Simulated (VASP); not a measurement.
# TaN (P-62m) in VASP: further runs, part 2 of 2

VASP 6.6.1.

## 5. Single point, LDA

This run uses another cell than the first one, of 10.21 Å³/atom.

Input file INCAR:

```
SYSTEM = TaN
PREC = Accurate ; ENCUT = 700
EDIFF = 1E-6 ; ISMEAR = -1
SIGMA = 0.05 ; LREAL = .False.
LASPH = .True. ; NELM = 120
ALGO = Normal ; ISIF = 2
LWAVE = .False. ; LCHARG = .False.
GGA = CA ; NBANDS = 36
GGA_COMPAT = .False.
```

Input file KPOINTS:

```
regular mesh
0
Gamma
  5 5 7
  0 0 0
```

Input file POSCAR:

```
TaN
1.0
    5.0112762658      0.0000000000      0.0000000000
   -2.5056381329      4.3398925515      0.0000000000
    0.0000000000      0.0000000000      2.8174110003
Ta N
3 3
Direct
    0.3333333333      0.6666666667      0.5000000000
    0.6666666667      0.3333333333      0.5000000000
    0.0000000000      0.0000000000      0.0000000000
    0.3965388564      0.0000000000      0.0000000000
    0.6034611436      0.6034611436      0.0000000000
    0.0000000000      0.3965388564      0.0000000000
```

Potentials or basis: VASP PAW LDA potentials, release 64 (Ta_sv_GW, N).

Launch:

```sh
$ cat potpaw_LDA.64/Ta_sv_GW/POTCAR potpaw_LDA.64/N/POTCAR > POTCAR
$ mpirun -np 1 vasp_std > vasp.out
```

OUTCAR:

```text
SYSTEM = TaN
   PREC = Accurate
   ENCUT = 700
   EDIFF = 1E-6
   ISMEAR = -1
   LREAL = .False.
   LASPH = .True.
   NELM = 120
   ISIF = 2
   GGA = CA

 ion  position               nearest neighbor table
   1  0.333  0.667  0.500-   4 2.08   4 2.08   6 2.08   6 2.08   5 2.08   5 2.08   2 2.89   2 2.89
                             2 2.89   3 3.22   3 3.22   3 3.22   3 3.22   3 3.22   3 3.22
   2  0.667  0.333  0.500-   6 2.08   6 2.08   4 2.08   4 2.08   5 2.08   5 2.08   1 2.89   1 2.89
                             1 2.89   3 3.22   3 3.22   3 3.22   3 3.22   3 3.22   3 3.22
   3  0.000  0.000  0.000-   5 1.99   6 1.99   4 1.99   2 3.22   1 3.22   1 3.22   2 3.22   1 3.22
                             1 3.22   2 3.22   2 3.22   2 3.22   2 3.22   1 3.22   1 3.22
   4  0.397  0.000  0.000-   3 1.99   1 2.08   1 2.08   2 2.08   2 2.08
   5  0.603  0.603  0.000-   3 1.99   2 2.08   2 2.08   1 2.08   1 2.08
   6  0.000  0.397  0.000-   3 1.99   2 2.08   2 2.08   1 2.08   1 2.08

  LATTYP: Found a hexagonal cell.
 ALAT       =     5.0112762658
 C/A-ratio  =     0.5622142646

  Lattice vectors:

 A1 = (   5.0112762658,   0.0000000000,   0.0000000000)
 A2 = (  -2.5056381329,   4.3398925515,   0.0000000000)
 A3 = (   0.0000000000,   0.0000000000,   2.8174110003)

Analysis of symmetry for initial positions (statically):
=====================================================================
 Subroutine PRICEL returns:
 Original cell was already a primitive cell.

 Routine SETGRP: Setting up the symmetry group for a
 hexagonal supercell.

 Subroutine GETGRP returns: Found 12 space group operations
 (whereof 12 operations were pure point group operations)
 out of a pool of 24 trial point group operations.

The static configuration has the point symmetry D_3h.

Analysis of symmetry for dynamics (positions and initial velocities):
=====================================================================
[... 133 lines left out ...]
     AMIX_MAG =   1.60;   BMIX_MAG =  1.00
  volume/ion in A,a.u.               =      10.21        68.92
  Fermi-wavevector in a.u.,A,eV,Ry     =   1.569568  2.966054 33.518563  2.463545
  Thomas-Fermi vector in A             =   2.671431
   LORBIT       =      0    0 simple, 1 ext, 2 COOP (PROOUT), +10 PAW based schemes
   GGA     = CA    functional components
   LHFCALC =     F    Hartree Fock is set to
   AEXX    =    0.0000 exact exchange contribution
   IVDW    =     0    specifies the selected vdW correction
   LEPSILON=     F    determine dielectric tensor
   LRPA    =     F    only Hartree local field effects (RPA)
 non-spin polarized calculation
  energy-cutoff  :      700.00
  volume of cell :       61.27
 maximum number of plane-waves:      2598
 NGX is ok and might be reduce to    48
   NGX = 21   NGY = 21   NGZ = 13

 number of electron      54.0000001 magnetization

 Free energy of the ion-electron system (eV)
  ---------------------------------------------------
  ext. energy  EPLUGINS =         0.00000000
  ---------------------------------------------------
  free energy    TOTEN  =       -81.24550037 eV

  energy without entropy =      -81.24345095  energy(sigma->0) =      -81.24447566

 E-fermi :  13.6495     XC(G=0): -14.2216

 val. band max:       13.5303394347   @ k =   0.2000   0.0000   0.1429
 cond. band min:      13.9962393915   @ k =   0.4000   0.0000   0.2857
 fundamental gap:      0.4658999568
 Fermi energy:        13.6495008448

 k-point     1 :       0.0000    0.0000    0.0000
  band No.  band energies     occupation
      1     -55.1859      2.00000
      2     -55.1085      2.00000
      3     -54.5791      2.00000
      4     -22.4503      2.00000
      5     -22.4503      2.00000
      6     -21.9903      2.00000
[... 769 lines left out ...]
     35      18.3883      0.00000
     36      19.6714      0.00000

------------------------ aborting loop because EDIFF is reached ----------------------------------------

  FORCE on cell =-STRESS in cart. coord.  units (eV):
  Direction    XX          YY          ZZ          XY          YZ          ZX
  --------------------------------------------------------------------------------------
  -------------------------------------------------------------------------------------
  Total       12.0652881     12.0652881     12.1062361      0.0000000      0.0000000      0.0000000
  in kB      315.4792138    315.4792138    316.5499098      0.0000000      0.0000000      0.0000000
  external PRESSURE =     315.8361125 kB  Pullay stress =       0.0000000 kB

 VOLUME and BASIS-vectors are now :
 -----------------------------------------------------------------------------
  energy-cutoff  :      700.00
  volume of cell :       61.27
      direct lattice vectors                 reciprocal lattice vectors
     5.011276266  0.000000000  0.000000000     0.199549964  0.115210226  0.000000000
    -2.505638133  4.339892552  0.000000000     0.000000000  0.230420451  0.000000000
     0.000000000  0.000000000  2.817411000     0.000000000  0.000000000  0.354935790

 POSITION                                       TOTAL-FORCE (eV/Angst)
 -----------------------------------------------------------------------------------
     -0.00000      2.89326      1.40871         0.000000      0.000000      0.000000
      2.50564      1.44663      1.40871         0.000000      0.000000      0.000000
      0.00000      0.00000      0.00000         0.000000      0.000000      0.000000
      1.98717      0.00000      0.00000         0.021094      0.000000      0.000000
      1.51206      2.61896      0.00000        -0.010547     -0.018268     -0.000000
     -0.99358      1.72094      0.00000        -0.010547      0.018268      0.000000
 -----------------------------------------------------------------------------------
    total drift:                                0.000001      0.000001     -0.000000

  FREE ENERGIE OF THE ION-ELECTRON SYSTEM (eV)
  ---------------------------------------------------
  free  energy   TOTEN  =       -81.2455003735 eV

  energy  without entropy=      -81.2434509527  energy(sigma->0) =      -81.24447566
```

OSZICAR:

```text
N       E                     dE             d eps       ncg     rms          rms(c)
DAV:   1     0.523067166898E+03    0.52307E+03   -0.39865E+04  1440   0.195E+03
DAV:   2    -0.565479401609E+02   -0.57962E+03   -0.56540E+03  1840   0.443E+02
DAV:   3    -0.930837574849E+02   -0.36536E+02   -0.36336E+02  1812   0.109E+02
[... 11 lines left out ...]
DAV:  15    -0.812457566080E+02    0.22985E-03   -0.19206E-02  1976   0.751E-01    0.113E+01
DAV:  16    -0.812462349122E+02   -0.47830E-03   -0.88293E-04  1704   0.149E-01    0.699E+00
DAV:  17    -0.812454896853E+02    0.74523E-03   -0.32689E-03  1616   0.255E-01    0.623E-01
DAV:  18    -0.812455039422E+02   -0.14257E-04   -0.12471E-04  1700   0.603E-02    0.876E-01
DAV:  19    -0.812455009404E+02    0.30019E-05   -0.46696E-06  1640   0.130E-02    0.271E-01
DAV:  20    -0.812455003735E+02    0.56687E-06   -0.13295E-06   976   0.647E-03
   1 F= -.81245500E+02 E0= -.81244476E+02  d E =-.204942E-02
```

stdout:

```text
POSCAR found type information on POSCAR TaN
 POSCAR found :  2 types and       6 ions
 scaLAPACK will be used
 LDA part: xc-table for (Slater(with rela. corr.)+CA(PZ))
 , standard interpolation
 POSCAR, INCAR and KPOINTS ok, starting setup
 FFT: planning ... GRIDC
 FFT: planning ... GRID_SOFT
 FFT: planning ... GRID
 WAVECAR not read
 entering main loop
```

Run time: 81 s. Hardware: 1 thread of Intel Xeon Platinum 8259CL at 2.50GHz (Skylake/Cascade Lake), shared host; peak memory 0.22 GiB.

What came out:

```yaml
Free_energy: -81.2455 eV
Pressure: 31.6 GPa
Largest_force: 0.021 eV/Å
Band_gap_on_the_k_mesh: zero (bands 27 and 28 overlap by 2.81 eV)
```

Forces in eV/Å, atoms in the order of the input:
```
Ta   0.000  0.000  0.000
Ta   0.000  0.000  0.000
Ta   0.000  0.000  0.000
N    0.021  0.000  0.000
N   -0.011 -0.018  0.000
N   -0.011  0.018  0.000
```

Caveat: the cell stands under pressure; spin-orbit coupling is left out, which moves the levels of the heavy elements.

## 6. Single point, LDA

This run uses another cell than the first one, of 10.00 Å³/atom.

Input file INCAR:

```
PREC = Accurate ; ENCUT = 700
EDIFF = 1E-6 ; ISMEAR = -1
SIGMA = 0.05 ; LREAL = F
LASPH = T ; NELM = 120
ALGO = Normal ; ISIF = 2
LWAVE = F ; LCHARG = F
NBANDS = 36 ; GGA_COMPAT = F
```

Input file KPOINTS:

```
regular mesh
0
Gamma
  5 5 7
```

Input file POSCAR:

```
TaN
1.0
    4.9742553979      0.0000000000      0.0000000000
   -2.4871276989      4.3078315395      0.0000000000
    0.0000000000      0.0000000000      2.8012151803
Ta N
3 3
Direct
    0.3333333333      0.6666666667      0.5000000000
    0.6666666667      0.3333333333      0.5000000000
    0.0000000000      0.0000000000      0.0000000000
    0.3973480761      0.0000000000      0.0000000000
    0.6026519239      0.6026519239      0.0000000000
    0.0000000000      0.3973480761      0.0000000000
```

Potentials or basis: VASP PAW LDA potentials, release 64 (Ta_sv_GW, N).

Launch:

```sh
$ cat potpaw_LDA.64/Ta_sv_GW/POTCAR potpaw_LDA.64/N/POTCAR > POTCAR
$ mpirun -np 1 vasp_std > vasp.out
```

OUTCAR:

```text
PREC = Accurate
   ENCUT = 700
   EDIFF = 1E-6
   ISMEAR = -1
   LREAL = F
   LASPH = T
   NELM = 120
   ISIF = 2

 ion  position               nearest neighbor table
   1  0.333  0.667  0.500-   4 2.07   4 2.07   6 2.07   6 2.07   5 2.07   5 2.07   2 2.87   2 2.87
                             2 2.87   3 3.20   3 3.20   3 3.20   3 3.20   3 3.20   3 3.20
   2  0.667  0.333  0.500-   6 2.07   6 2.07   4 2.07   4 2.07   5 2.07   5 2.07   1 2.87   1 2.87
                             1 2.87   3 3.20   3 3.20   3 3.20   3 3.20   3 3.20   3 3.20
   3  0.000  0.000  0.000-   6 1.98   4 1.98   5 1.98   2 3.20   1 3.20   1 3.20   2 3.20   1 3.20
                             1 3.20   2 3.20   2 3.20   2 3.20   2 3.20   1 3.20   1 3.20
   4  0.397  0.000  0.000-   3 1.98   1 2.07   1 2.07   2 2.07   2 2.07
   5  0.603  0.603  0.000-   3 1.98   2 2.07   2 2.07   1 2.07   1 2.07
   6  0.000  0.397  0.000-   3 1.98   2 2.07   2 2.07   1 2.07   1 2.07

  LATTYP: Found a hexagonal cell.
 ALAT       =     4.9742553979
 C/A-ratio  =     0.5631426126

  Lattice vectors:

 A1 = (   4.9742553979,   0.0000000000,   0.0000000000)
 A2 = (  -2.4871276989,   4.3078315395,   0.0000000000)
 A3 = (   0.0000000000,   0.0000000000,   2.8012151803)

Analysis of symmetry for initial positions (statically):
[... 182 lines left out ...]

 k-point     1 :       0.0000    0.0000    0.0000
  band No.  band energies     occupation
      1     -54.8174      2.00000
      2     -54.7315      2.00000
      3     -54.2145      2.00000
      4     -22.1424      2.00000
      5     -22.1424      2.00000
      6     -21.6603      2.00000
[... 769 lines left out ...]
     35      18.8680      0.00000
     36      20.1886      0.00000

------------------------ aborting loop because EDIFF is reached ----------------------------------------

  FORCE on cell =-STRESS in cart. coord.  units (eV):
  Direction    XX          YY          ZZ          XY          YZ          ZX
  --------------------------------------------------------------------------------------
  -------------------------------------------------------------------------------------
  Total       15.6207315     15.6207315     15.6690504      0.0000000      0.0000000      0.0000000
  in kB      416.9449191    416.9449191    418.2346378      0.0000000      0.0000000      0.0000000
  external PRESSURE =     417.3748253 kB  Pullay stress =       0.0000000 kB

 VOLUME and BASIS-vectors are now :
 -----------------------------------------------------------------------------
  energy-cutoff  :      700.00
  volume of cell :       60.03
      direct lattice vectors                 reciprocal lattice vectors
     4.974255398  0.000000000  0.000000000     0.201035114  0.116067677  0.000000000
    -2.487127699  4.307831540  0.000000000     0.000000000  0.232135354  0.000000000
     0.000000000  0.000000000  2.801215180     0.000000000  0.000000000  0.356987927

 POSITION                                       TOTAL-FORCE (eV/Angst)
 -----------------------------------------------------------------------------------
     -0.00000      2.87189      1.40061        -0.000000      0.000000     -0.000000
      2.48713      1.43594      1.40061        -0.000000      0.000000     -0.000000
      0.00000      0.00000      0.00000        -0.000000      0.000000     -0.000000
      1.97651      0.00000      0.00000         0.022370      0.000000      0.000000
      1.49887      2.59612      0.00000        -0.011185     -0.019373     -0.000000
     -0.98826      1.71171      0.00000        -0.011185      0.019373     -0.000000
 -----------------------------------------------------------------------------------
    total drift:                                0.000001      0.000001     -0.000000

  FREE ENERGIE OF THE ION-ELECTRON SYSTEM (eV)
  ---------------------------------------------------
  free  energy   TOTEN  =       -80.9576902863 eV

  energy  without entropy=      -80.9556480496  energy(sigma->0) =      -80.95666917
```

stdout:

```text
POSCAR found type information on POSCAR TaN
 POSCAR found :  2 types and       6 ions
 scaLAPACK will be used
 LDA part: xc-table for (Slater(with rela. corr.)+CA(PZ))
 , standard interpolation
 POSCAR, INCAR and KPOINTS ok, starting setup
 FFT: planning ... GRIDC
 FFT: planning ... GRID_SOFT
 FFT: planning ... GRID
 WAVECAR not read
 entering main loop
```

Run time: 84 s. Hardware: 1 thread of Intel Xeon Platinum 8375C at 2.90GHz (Ice Lake), shared host; peak memory 0.22 GiB.

Results:

* Free energy: -80.9577 eV
* Pressure: 41.7 GPa
* Largest force: 0.022 eV/Å
* Band gap on the k mesh: zero (bands 27 and 28 overlap by 2.85 eV)

Forces on the atoms (eV/Å):
```
Ta   0.000  0.000  0.000
Ta   0.000  0.000  0.000
Ta   0.000  0.000  0.000
N    0.022  0.000  0.000
N   -0.011 -0.019  0.000
N   -0.011  0.019  0.000
```

Stress tensor (GPa, compression positive):
```
41.69  0.00  0.00
 0.00 41.69  0.00
 0.00  0.00 41.82
```

Caveat: the cell stands under pressure; spin-orbit coupling is left out, which moves the levels of the heavy elements.

## 7. The runs side by side

```tsv
cell	gap on the mesh (eV)	pressure (GPa)	largest force (eV/Å)
a = 5.146, b = 5.146, c = 2.878 Å, angles 90.0, 90.0, 120.0°, 6 atoms, atomic positions A	none	1.1	0.02
a = 5.096, b = 5.096, c = 2.855 Å, angles 90.0, 90.0, 120.0°, 6 atoms, atomic positions B	none	11.2	0.02
a = 5.052, b = 5.052, c = 2.835 Å, angles 90.0, 90.0, 120.0°, 6 atoms, atomic positions C	none	21.4	0.02
a = 5.011, b = 5.011, c = 2.817 Å, angles 90.0, 90.0, 120.0°, 6 atoms, atomic positions D	none	31.6	0.02
a = 4.974, b = 4.974, c = 2.801 Å, angles 90.0, 90.0, 120.0°, 6 atoms, atomic positions E	none	41.7	0.02
```

Alike in all rows: task single point; level LDA; potentials or basis VASP PAW LDA potentials, release 64 (Ta_sv_GW, N); no spin polarisation; k mesh 5 × 5 × 7; cutoff (eV) 700; smearing fermi-dirac 0.05 eV.

Caveats: spin-orbit coupling is left out, which moves the levels of the heavy elements; the cell stands under pressure (at least some runs).

Total energies depend on the potentials used, so only differences within one code and one set of settings carry meaning.

The gap in the log of VASP goes by the Fermi energy; the results here count the filled bands.